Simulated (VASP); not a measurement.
Here is a VASP 6.6.1 calculation.

Contents of INCAR:

```
  PREC = Accurate
  ENCUT = 520
  EDIFF = 1E-7
  ISMEAR = 0
  SIGMA = 0.1
  LREAL = False
  LASPH = True
  NELM = 150
  ALGO = Normal
  ISIF = 2
  LWAVE = False
  LCHARG = False
  ISPIN = 2
  MAGMOM = 1 0
  LORBIT = 11
  LMAXMIX = 4
  GGA = PE
  NBANDS = 19
```

Contents of KPOINTS:

```
Automatic mesh
0
Gamma
  6 6 6
```

File POSCAR:

```
TaN
1.0
   -1.9918827500      2.0403509400      2.0531032100
    1.9918827500     -2.0403509400      2.0531032100
    1.9918827500      2.0403509400     -2.0531032100
Ta N
1 1
Direct
    0.0000000000      0.0000000000      0.0000000000
    0.5000000000      0.0000000000      0.5000000000
```

Potentials or basis: VASP PAW PBE potentials, release 64 (Ta_pv, N).

Run with:

```bash
$ cat potpaw_PBE.64/Ta_pv/POTCAR potpaw_PBE.64/N/POTCAR > POTCAR
$ mpirun -np 1 vasp_std > vasp.out
```

(1) What does it give for the site moments?

(2) Predict the net moment.

(3) Estimate the pressure.

Answers

(1) Ta +0.09; N -0.00 μB.

(2) 0.13 μB per cell.

(3) -22.9 GPa.

Caveat: the k points lie up to 0.37 Å⁻¹ apart.
